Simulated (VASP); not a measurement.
Write the native input for VASP 6.6.1 that does the following.

| Quantity | Value |
| --- | --- |
| Task | single point |
| Functional | r2SCAN |
| Dispersion | D3(BJ) |
| Potentials or basis | VASP PAW PBE potentials, release 64 (O_h, C_h, S) |
| Cutoff | 1100 eV |
| k mesh | 1 × 1 × 1 |
| Occupations | fermi-dirac, width 0.02 eV |
| Spin | no spin polarisation |
| Dipole correction | no |
| Further INCAR settings | LREAL = Auto; ALGO = Normal; EDIFF = 1e-06; NBANDS = 120 |

The system is CSO.

```
O C S
1.0
    10.30902    0.00000    0.00000
     0.00000   10.30902    0.00000
     0.00000    0.00000   10.30902
O C S
12 12 12
Cartesian
  4.3637 1.4376 7.6366
  9.9186 -0.0236 10.7404
  9.7999 4.9344 4.0968
  0.5523 2.6745 1.7730
  6.9788 9.2749 5.0823
  4.9877 6.8975 1.5200
  3.2145 4.1171 5.7299
  7.0684 4.4093 7.1247
  2.4861 5.0838 2.7997
  7.3590 2.1894 -0.4807
  2.9467 8.5183 4.5230
  0.5455 7.9919 8.6966
  4.1208 1.4823 8.7696
  10.1901 0.5280 9.7567
  9.5790 3.8828 4.5300
  1.3267 2.1041 2.4203
  7.0191 8.8563 6.1613
  5.6586 7.8387 1.4224
  2.3916 4.4377 6.4774
  6.2187 4.6686 7.8689
  1.9769 5.9479 2.2180
  7.1536 2.5629 0.5993
  1.8167 8.5159 4.7836
  1.6636 8.1731 8.4516
  3.7901 1.5402 10.2915
  10.5578 1.2770 8.4415
  9.2821 2.4685 5.1080
  2.3678 1.3354 3.2827
  7.0853 8.2941 7.6142
  6.5677 9.0981 1.2944
  1.2802 4.8677 7.4851
  5.0825 5.0301 8.8768
  1.2831 7.1074 1.4411
  6.8746 3.0564 2.0490
  0.2997 8.5056 5.1316
  3.1670 8.4074 8.1270
```

These files were run (other wordings do the same):

POSCAR

```
CSO
1.0
   10.3090190000      0.0000000000      0.0000000000
    0.0000000000     10.3090190000      0.0000000000
    0.0000000000      0.0000000000     10.3090190000
O C S
12 12 12
Direct
    0.4232888641      0.1394523964      0.7407716995
    0.9621249063     -0.0022854777      1.0418443762
    0.9506181383      0.4786472798      0.3974005383
    0.0535783301      0.2594313249      0.1719901380
    0.6769580738      0.8996905961      0.4929983403
    0.4838208997      0.6690748591      0.1474462468
    0.3118161132      0.3993692983      0.5558180691
    0.6856505606      0.4277098824      0.6911128506
    0.2411591920      0.4931393870      0.2715799355
    0.7138388922      0.2123770670     -0.0466272843
    0.2858396755      0.8262970043      0.4387383409
    0.0529116764      0.7752362947      0.8435962466
    0.3997287296      0.1437843564      0.8506698905
    0.9884635824      0.0512191092      0.9464193431
    0.9291908369      0.3766432149      0.4394222408
    0.1286964359      0.2041020478      0.2347722726
    0.6808659559      0.8590834762      0.5976650473
    0.5488958650      0.7603683427      0.1379783091
    0.2319884455      0.4304655290      0.6283254011
    0.6032315014      0.4528637082      0.7632979378
    0.1917621257      0.5769626784      0.2151472702
    0.6939186783      0.2486050128      0.0581290027
    0.1762227543      0.8260585468      0.4640179630
    0.1613698819      0.7928065927      0.8198300460
    0.3676462921      0.1494012698      0.9982987503
    1.0241366824      0.1238758737      0.8188423422
    0.9003883122      0.2394460244      0.4954922223
    0.2296797353      0.1295360466      0.3184285811
    0.6872955225      0.8045474462      0.7385979057
    0.6370782189      0.8825356003      0.1255583162
    0.1241824152      0.4721791108      0.7260707291
    0.4930188231      0.4879333798      0.8610751941
    0.1244679958      0.6894316053      0.1397938464
    0.6668518841      0.2964824992      0.1987551903
    0.0290677715      0.8250679259      0.4977822943
    0.3072069319      0.8155422905      0.7883381063
```

INCAR.step1

```
PREC = Accurate
ENCUT = 1100
ISMEAR = -1
SIGMA = 0.02
LREAL = Auto
LASPH = T
NELM = 120
NBANDS = 120
GGA = PE
ALGO = Normal
EDIFF = 1E-5
LWAVE = T
LCHARG = F
GGA_COMPAT = F
```

INCAR.step2

```
PREC = Accurate
ENCUT = 1100
EDIFF = 1E-6
ISMEAR = -1
SIGMA = 0.02
LREAL = Auto
LASPH = T
NELM = 120
ALGO = Normal
ISIF = 2
LWAVE = F
LCHARG = T
METAGGA = R2SCAN
LMIXTAU = T
IVDW = 12
VDW_S6 = 1.0
VDW_S8 = 0.78981345
VDW_A1 = 0.49484001
VDW_A2 = 5.73083694
LELF = T
LVHAR = T
NBANDS = 120
ISTART = 1
GGA_COMPAT = F
```

KPOINTS

```
Automatic mesh
0
Gamma
  1 1 1
```

Potentials or basis: VASP PAW PBE potentials, release 64 (O_h, C_h, S).

Launch:

```console
$ cat potpaw_PBE.64/O_h/POTCAR potpaw_PBE.64/C_h/POTCAR potpaw_PBE.64/S/POTCAR > POTCAR
$ cp INCAR.step1 INCAR
$ mpirun -np 1 vasp_gam > vasp.out
$ cp INCAR.step2 INCAR
$ mpirun -np 1 vasp_gam > vasp.out
```

It gave:

- Pressure: -0.6 GPa
- Largest force: 0.389 eV/Å
- Band gap on the k mesh: 5.29 eV
- Dispersion energy per atom: -0.037 eV

Caveat: the k points lie up to 0.61 Å⁻¹ apart; the PAW data sets were made with another functional, which shifts forces and pressure a little.

Wall time 37 min on 1 thread of Intel(R) Xeon(R) Platinum 8375C CPU @ 2.90GHz (Ice Lake), on a shared host, peak memory 2.6 GiB.
